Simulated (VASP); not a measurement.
Write the native input for VASP 6.6.1 that does the following.

| Quantity | Value |
| --- | --- |
| Task | single point |
| Functional | PBE |
| Potentials or basis | VASP PAW PBE potentials, release 64 (Ni) |
| Cutoff | 520 eV |
| k mesh | 22 × 22 × 22 |
| Occupations | gaussian, width 0.05 eV |
| Spin | collinear spin, ferromagnetic start |
| Starting moments | [0.76] μB |
| Dipole correction | no |
| Further INCAR settings | ALGO = Normal; EDIFF = 1e-06; NBANDS = 15 |

The structure of Ni lies in POSCAR:

```
Ni
1.0
    0.0000000000      1.7709610164      1.7709610164
    1.7709610164      0.0000000000      1.7709610164
    1.7709610164      1.7709610164      0.0000000000
Ni
1
Direct
    0.0000000000      0.0000000000      0.0000000000
```

One way to write it, as run:

INCAR

```
SYSTEM = Ni
PREC = Accurate
ENCUT = 520
EDIFF = 1E-6
ISMEAR = 0
SIGMA = 0.05
LREAL = .False.
LASPH = .True.
NELM = 150
ALGO = Normal
ISIF = 2
LWAVE = .False.
LCHARG = .False.
ISPIN = 2
MAGMOM = 0.76
LORBIT = 11
LMAXMIX = 4
GGA = PE
NBANDS = 15
```

KPOINTS

```
Automatic mesh
0
Gamma
  22 22 22
  0 0 0
```

Potentials or basis: VASP PAW PBE potentials, release 64 (Ni).

The run is started by

```console
$ cat potpaw_PBE.64/Ni/POTCAR > POTCAR
$ mpirun -np 1 vasp_std > vasp.out
```

Results of the run:

```
Pressure                                              : -3.7 GPa
Net moment                                            : 0.65 μB per cell
Site moments                                          : Ni +0.66 μB
Valence electrons inside the program's atomic spheres : Ni 9.27
```

Caveat: the cell stands under tension.

It took 45 s on 1 thread of Intel(R) Xeon(R) 6975P-C (Granite Rapids), with other jobs on the host, peak memory 0.19 GiB.
